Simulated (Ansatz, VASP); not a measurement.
# One calculation of SnSe, two programs

```
CELL_PARAMETERS angstrom
0.00000 3.12220 3.12220
3.12220 0.00000 3.12220
3.12220 3.12220 0.00000
ATOMIC_POSITIONS crystal
Sn 0.00000 0.00000 0.00000
Se 0.50000 0.50000 0.50000
```

Change from the starting cell: hydrostatic strain +4.0%.

Alike in both runs: task single point; functional PBE; k mesh 8 × 8 × 8; occupations fermi-dirac, width 0.02 eV; no spin polarisation.

|  | VASP | Ansatz |
| --- | --- | --- |
| version | VASP 6.6.1 | Ansatz 0.2.0 |
| potentials or method | VASP PAW PBE potentials, release 64 (Sn_d, Se) | plane waves, PAW |
| plane-wave cutoff (eV) | 500 | 420 |
| valence electrons in the cell | 20 | 30 |

|  | VASP | Ansatz | Ansatz less VASP |
| --- | --- | --- | --- |
| pressure (GPa) | -3.7 | -3.7 | +0.02 |

VASP's potentials hold 20 valence electrons a cell and Ansatz's 30, so a difference there can come from the potentials and not from the codes.
